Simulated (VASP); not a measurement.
Here is a VASP 6.6.1 calculation.

Contents of INCAR:

```
SYSTEM = SiC
ALGO     = Normal         ! electronic algorithm
EDIFF    = 1E-8           ! SCF threshold, eV
ENCUT    = 520            ! plane-wave cutoff, eV
GGA      = PS             ! functional
IBRION   = 8              ! ionic algorithm
ISIF     = 2              ! what is computed and relaxed
ISMEAR   = 0              ! smearing method
LASPH    = .TRUE.         ! aspherical terms in the spheres
LCHARG   = .FALSE.        ! write CHGCAR
LEPSILON = .TRUE.         ! dielectric tensor by DFPT
LREAL    = .FALSE.        ! projectors in reciprocal space
LWAVE    = .FALSE.        ! write WAVECAR
NELM     = 60             ! most SCF steps
NSW      = 1              ! ionic steps
PREC     = Accurate       ! precision mode
SIGMA    = 0.01           ! smearing width, eV
```

File KPOINTS:

```
k-points
0
G
  8 8 8
  0 0 0
```

Contents of POSCAR:

```
SiC
1.0
    0.0000000000      2.1784545159      2.1784545159
    2.1784545159      0.0000000000      2.1784545159
    2.1784545159      2.1784545159      0.0000000000
Si C
1 1
Direct
    0.0000000000      0.0000000000      0.0000000000
    0.2500000000      0.2500000000      0.2500000000
```

Potentials or basis: VASP PAW PBE potentials, release 64 (Si, C).

Command:

```console
$ cat potpaw_PBE.64/Si/POTCAR potpaw_PBE.64/C/POTCAR > POTCAR
$ mpirun -np 1 vasp_std > vasp.out
```

(1) Estimate the electronic dielectric tensor (diagonal).

(2) What does it give for the Born charges (mean of the diagonal)?

(3) Estimate the highest phonon frequency at Γ, LO-TO splitting left out.

Results:

(1) 7.23.

(2) Si +2.71; C -2.71 e.

(3) 788 cm⁻¹.
